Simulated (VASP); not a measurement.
# NiO (Fm-3m) in VASP: relaxation of cell and atoms with PBE+U

Aim: the relaxation of cell and atoms of NiO with PBE+U.

Program: VASP 6.6.1. These are calculated values, not measurements. Logs are shortened: lines on timing, memory, paths and dates and some standing lists are left out, and cuts for length are marked.

### Step 1. The cell of the first run

The structure is cubic, space group Fm-3m (No. 225). Conventional cell: a = 4.177 Å, b = 4.177 Å, c = 4.177 Å, α = 90.00°, β = 90.00°, γ = 90.00°. Ni (site symmetry m-3m) has 6 O at 2.09 Å within 2.8 Å. Within 2.8 Å of O (site symmetry m-3m) lie 6 Ni at 2.09 Å.

### Step 2. Relaxation of cell and atoms, PBE+U, collinear spin, antiferromagnetic start

File INCAR:

```
ALGO = Normal ; EDIFF = 1E-7
EDIFFG = -0.003 ; ENCUT = 700
GGA = PE ; GGA_COMPAT = F
IBRION = 2 ; ISIF = 3
ISMEAR = 0 ; ISPIN = 2
LASPH = T ; LCHARG = F
LDAU = T ; LDAUJ = 0 0
LDAUL = 2 -1 ; LDAUPRINT = 1
LDAUTYPE = 2 ; LDAUU = 6 0
LMAXMIX = 4 ; LORBIT = 11
LREAL = F ; LWAVE = F
MAGMOM = 2 -2 0 0 ; NELM = 200
NELMIN = 4 ; NSW = 80
PREC = Accurate ; SIGMA = 0.01
```

File KPOINTS:

```
k-points
0
Gamma
  6 6 6
```

File POSCAR:

```
NiO
1.0
    2.0885000000      2.0885000000      4.1770000000
    4.1770000000      2.0885000000      2.0885000000
    2.0885000000      4.1770000000      2.0885000000
Ni O
2 2
Direct
    0.0000000000      0.0000000000      0.0000000000
    0.5000000000      0.5000000000      0.5000000000
    0.2500000000      0.2500000000      0.2500000000
    0.7500000000      0.7500000000      0.7500000000
```

Potentials or basis: VASP PAW PBE potentials, release 64 (Ni_sv_GW, O).

Launch:

```bash
cat potpaw_PBE.64/Ni_sv_GW/POTCAR potpaw_PBE.64/O/POTCAR > POTCAR
mpirun -np 1 vasp_std > vasp.out
```

OUTCAR:

```text
EDIFF = 1E-7
   EDIFFG = -0.003
   ENCUT = 700
   GGA = PE
   IBRION = 2
   ISIF = 3
   ISMEAR = 0
   ISPIN = 2
   LASPH = T
   LORBIT = 11
   LREAL = F
   NELM = 200
   NELMIN = 4
   NSW = 80
   PREC = Accurate

 ion  position               nearest neighbor table
   1  0.000  0.000  0.000-   4 2.09   4 2.09   4 2.09   3 2.09   3 2.09   3 2.09
   2  0.500  0.500  0.500-   3 2.09   3 2.09   3 2.09   4 2.09   4 2.09   4 2.09
   3  0.250  0.250  0.250-   1 2.09   1 2.09   1 2.09   2 2.09   2 2.09   2 2.09
   4  0.750  0.750  0.750-   2 2.09   2 2.09   2 2.09   1 2.09   1 2.09   1 2.09

  LATTYP: Found a trigonal (rhomboedric) cell.
 ALAT       =     5.1157593278
 COS(alpha) =     0.8333333333

  Lattice vectors:

 A1 = (   2.0885000000,   2.0885000000,   4.1770000000)
 A2 = (   4.1770000000,   2.0885000000,   2.0885000000)
 A3 = (   2.0885000000,   4.1770000000,   2.0885000000)

Analysis of symmetry for initial positions (statically):
=====================================================================
 Subroutine PRICEL returns following result:

  LATTYP: Found a face centered cubic cell.
 ALAT       =     4.1770000000
[... 12 lines left out ...]
 Subroutine GETGRP returns: Found 12 space group operations
 (whereof 12 operations were pure point group operations)
 out of a pool of 12 trial point group operations.

The static configuration has the point symmetry D_3d.

Analysis of symmetry for dynamics (positions and initial velocities):
=====================================================================
 Subroutine PRICEL returns following result:

  LATTYP: Found a face centered cubic cell.
 ALAT       =     4.1770000000
[... 12 lines left out ...]
 Subroutine GETGRP returns: Found 12 space group operations
 (whereof 12 operations were pure point group operations)
 out of a pool of 12 trial point group operations.

The dynamic configuration has the point symmetry D_3d.
[... 441 lines left out ...]
  o =  0.9304  v =  0.0000  0.0000  0.0000  0.0000  0.0000  0.8114 -0.3264 -0.0004 -0.4849 -0.0000      0.0000  0.0000  0.0000  0.0000  0.0000  0.0000  0.0000  0.0000  0.0000  0.0000
  o =  0.9382  v = -0.5774 -0.5774 -0.0000 -0.5774  0.0000  0.0000  0.0000  0.0000  0.0000  0.0000      0.0000  0.0000  0.0000  0.0000  0.0000  0.0000  0.0000  0.0000  0.0000  0.0000
  o =  0.9382  v =  0.6823  0.0473  0.0011 -0.7296  0.0007  0.0000  0.0000  0.0000  0.0000  0.0000      0.0000  0.0000  0.0000  0.0000  0.0000  0.0000  0.0000  0.0000  0.0000  0.0000
  o =  0.9382  v =  0.4486 -0.8151  0.0007  0.3666 -0.0011  0.0000  0.0000  0.0000  0.0000  0.0000      0.0000  0.0000  0.0000  0.0000  0.0000  0.0000  0.0000  0.0000  0.0000  0.0000
  o =  0.9641  v =  0.0000 -0.0009  0.0000  0.0009  1.0000  0.0000  0.0000  0.0000  0.0000  0.0000      0.0000  0.0000  0.0000  0.0000  0.0000  0.0000  0.0000  0.0000  0.0000  0.0000
  o =  0.9641  v = -0.0011  0.0005  1.0000  0.0005 -0.0000  0.0000  0.0000  0.0000  0.0000  0.0000      0.0000  0.0000  0.0000  0.0000  0.0000  0.0000  0.0000  0.0000  0.0000  0.0000

atom =   2  type =  1  l = 2

 onsite density matrix

spin component  1

  0.9304 -0.0000 -0.0003 -0.0000 -0.0000
 -0.0000  0.9304  0.0001 -0.0000 -0.0002
 -0.0003  0.0001  0.1064  0.0001  0.0000
 -0.0000 -0.0000  0.0001  0.9304  0.0002
 -0.0000 -0.0002  0.0000  0.0002  0.1064

spin component  2

  0.9382 -0.0000 -0.0000 -0.0000  0.0000
 -0.0000  0.9382  0.0000 -0.0000 -0.0000
 -0.0000  0.0000  0.9641  0.0000  0.0000
 -0.0000 -0.0000  0.0000  0.9382  0.0000
  0.0000 -0.0000  0.0000  0.0000  0.9641

 occupancies and eigenvectors

  o =  0.1064  v = -0.0000  0.0003 -0.0478 -0.0003  0.9989  0.0000  0.0000  0.0000  0.0000  0.0000      0.0000  0.0000  0.0000  0.0000  0.0000  0.0000  0.0000  0.0000  0.0000  0.0000
  o =  0.1064  v = -0.0003  0.0002 -0.9989  0.0002 -0.0478  0.0000  0.0000  0.0000  0.0000  0.0000      0.0000  0.0000  0.0000  0.0000  0.0000  0.0000  0.0000  0.0000  0.0000  0.0000
  o =  0.9304  v =  0.5774  0.5774  0.0000  0.5774 -0.0000  0.0000  0.0000  0.0000  0.0000  0.0000      0.0000  0.0000  0.0000  0.0000  0.0000  0.0000  0.0000  0.0000  0.0000  0.0000
  o =  0.9304  v =  0.0662 -0.7379 -0.0000  0.6717  0.0004  0.0000  0.0000  0.0000  0.0000  0.0000      0.0000  0.0000  0.0000  0.0000  0.0000  0.0000  0.0000  0.0000  0.0000  0.0000
  o =  0.9304  v =  0.8138 -0.3496 -0.0004 -0.4642 -0.0000  0.0000  0.0000  0.0000  0.0000  0.0000      0.0000  0.0000  0.0000  0.0000  0.0000  0.0000  0.0000  0.0000  0.0000  0.0000
  o =  0.9382  v =  0.0000  0.0000  0.0000  0.0000  0.0000 -0.5774 -0.5774 -0.0000 -0.5774 -0.0000      0.0000  0.0000  0.0000  0.0000  0.0000  0.0000  0.0000  0.0000  0.0000  0.0000
  o =  0.9382  v =  0.0000  0.0000  0.0000  0.0000  0.0000 -0.8165  0.4082 -0.0013  0.4082  0.0000      0.0000  0.0000  0.0000  0.0000  0.0000  0.0000  0.0000  0.0000  0.0000  0.0000
  o =  0.9382  v =  0.0000  0.0000  0.0000  0.0000  0.0000  0.0000 -0.7071 -0.0000  0.7071 -0.0013      0.0000  0.0000  0.0000  0.0000  0.0000  0.0000  0.0000  0.0000  0.0000  0.0000
  o =  0.9641  v =  0.0000  0.0000  0.0000  0.0000  0.0000  0.0011 -0.0005 -1.0000 -0.0005  0.0000      0.0000  0.0000  0.0000  0.0000  0.0000  0.0000  0.0000  0.0000  0.0000  0.0000
  o =  0.9641  v =  0.0000  0.0000  0.0000  0.0000  0.0000  0.0000 -0.0009  0.0000  0.0009  1.0000      0.0000  0.0000  0.0000  0.0000  0.0000  0.0000  0.0000  0.0000  0.0000  0.0000

 number of electron      47.9999997 magnetization       0.0000000

 Free energy of the ion-electron system (eV)
  ---------------------------------------------------
  ext. energy  EPLUGINS =         0.00000000
  ---------------------------------------------------
  free energy    TOTEN  =       -20.77519049 eV

  energy without entropy =      -20.77519049  energy(sigma->0) =      -20.77519049

 E-fermi :   5.4185     XC(G=0): -12.7673

 val. band max:        5.1524525621   @ k =   0.5000   0.5000   0.5000
 cond. band min:       8.0375409499   @ k =   0.0000   0.0000   0.0000
 fundamental gap:      2.8850883877
 Fermi energy:         5.4184903105

 spin component 1

 k-point     1 :       0.0000    0.0000    0.0000
  band No.  band energies     occupation
      1     -98.1639      1.00000
      2     -95.9285      1.00000
      3     -58.5552      1.00000
      4     -58.5459      1.00000
      5     -58.5459      1.00000
      6     -56.3755      1.00000
[... 1514 lines left out ...]
  FREE ENERGIE OF THE ION-ELECTRON SYSTEM (eV)
  ---------------------------------------------------
  free  energy   TOTEN  =       -20.7751904944 eV

  energy  without entropy=      -20.7751904944  energy(sigma->0) =      -20.77519049

 reached required accuracy - stopping structural energy minimisation

 total charge

# of ion       s       p       d       f       tot
--------------------------------------------------
    1        2.155   6.211   7.721   0.009  16.095
    2        2.155   6.211   7.721   0.009  16.095
    3        1.546   3.468   0.000   0.000   5.015
    4        1.546   3.468   0.000   0.000   5.015
--------------------------------------------------
tot          7.403  19.358  15.442   0.017  42.221

 magnetization (x)

# of ion       s       p       d       f       tot
--------------------------------------------------
    1        0.001  -0.001   1.736   0.001   1.737
    2       -0.001   0.001  -1.736  -0.001  -1.737
    3        0.000   0.000   0.000   0.000   0.000
    4        0.000   0.000   0.000   0.000   0.000
--------------------------------------------------
tot          0.000   0.000   0.000  -0.000  -0.000
```

OSZICAR:

```text
N       E                     dE             d eps       ncg     rms          rms(c)
DAV:   1     0.854910832279E+03    0.85491E+03   -0.31507E+04  5588   0.719E+03
DAV:   2     0.775040808952E+02   -0.77741E+03   -0.75920E+03  5980   0.158E+03
[... 77 lines left out ...]
       N       E                     dE             d eps       ncg     rms          rms(c)
DAV:   1    -0.207751978772E+02   -0.10579E-04   -0.48351E-04  3776   0.193E+00    0.254E-02
DAV:   2    -0.207751920617E+02    0.58155E-05   -0.82292E-05  5960   0.791E-01    0.875E-03
DAV:   3    -0.207751907782E+02    0.12835E-05   -0.41414E-06  6416   0.143E-01    0.496E-03
DAV:   4    -0.207751905406E+02    0.23756E-06   -0.16281E-06  4312   0.514E-02    0.288E-03
DAV:   5    -0.207751904944E+02    0.46215E-07   -0.20361E-07  2692   0.427E-02
   7 F= -.20775190E+02 E0= -.20775190E+02  d E =-.686080E-04  mag=     0.0000
```

Run time: 11 min. Hardware: 1 thread of Intel Xeon 6975P-C (Granite Rapids), shared host; peak memory 0.47 GiB.

Results:

```yaml
Free_energy: -20.7752 eV
Relaxed_volume: 9.48 Å³/atom
Relaxed_cell: a = 5.180 Å, b = 5.180 Å, c = 5.180 Å, α = 33.59°, β = 33.59°, γ = 33.59°
Space_group_after_relaxing_to_0.1_Å: Fm-3m (No. 225)
Energy_gained_by_relaxing: 8.8 meV/atom
Ionic_steps: 7
Pressure_after_relaxing: 0.0 GPa
Band_gap_on_the_k_mesh: 2.88 eV
Net_moment: 0.00 μB per cell
Site_moments: Ni +1.74, -1.74; O +0.00 μB
Valence_electrons_inside_the_program's_atomic_spheres: Ni 16.09; O 5.01
```

The path:
```csv
step,energy change (eV),largest force (eV/Å),pressure (GPa),volume (Å³)
1,0.0000,0.0000,8.07,36.44
2,-0.0192,0.0000,-4.91,38.91
3,-0.0352,0.0000,0.03,37.89
4,-0.0352,0.0000,0.01,37.92
5,-0.0352,0.0000,-0.14,37.95
6,-0.0352,0.0000,-0.07,37.90
7,-0.0352,0.0000,-0.05,37.90
```

Final structure:
```cif
data_structure
_symmetry_space_group_name_H-M 'P 1'
_symmetry_Int_Tables_number 1
_cell_length_a 5.1804
_cell_length_b 5.1804
_cell_length_c 5.1804
_cell_angle_alpha 33.588
_cell_angle_beta 33.588
_cell_angle_gamma 33.588
_cell_volume 37.90
loop_
_atom_site_label
_atom_site_type_symbol
_atom_site_fract_x
_atom_site_fract_y
_atom_site_fract_z
_atom_site_occupancy
Ni1 Ni 0.00000 0.00000 0.00000 1
Ni2 Ni 0.50000 0.50000 0.50000 1
O1 O 0.25000 0.25000 0.25000 1
O2 O 0.75000 0.75000 0.75000 1
```

Eigenvalues of the final occupation matrices:
```
    site  spin  trace               eigenvalues
site 1 d     1   4.74  0.94 0.94 0.94 0.96 0.96
site 1 d     2   3.00  0.11 0.11 0.93 0.93 0.93
site 2 d     1   3.00  0.11 0.11 0.93 0.93 0.93
site 2 d     2   4.74  0.94 0.94 0.94 0.96 0.96
```

A k mesh can miss the band edges. The state reached can hang on the start; a lower one may exist.
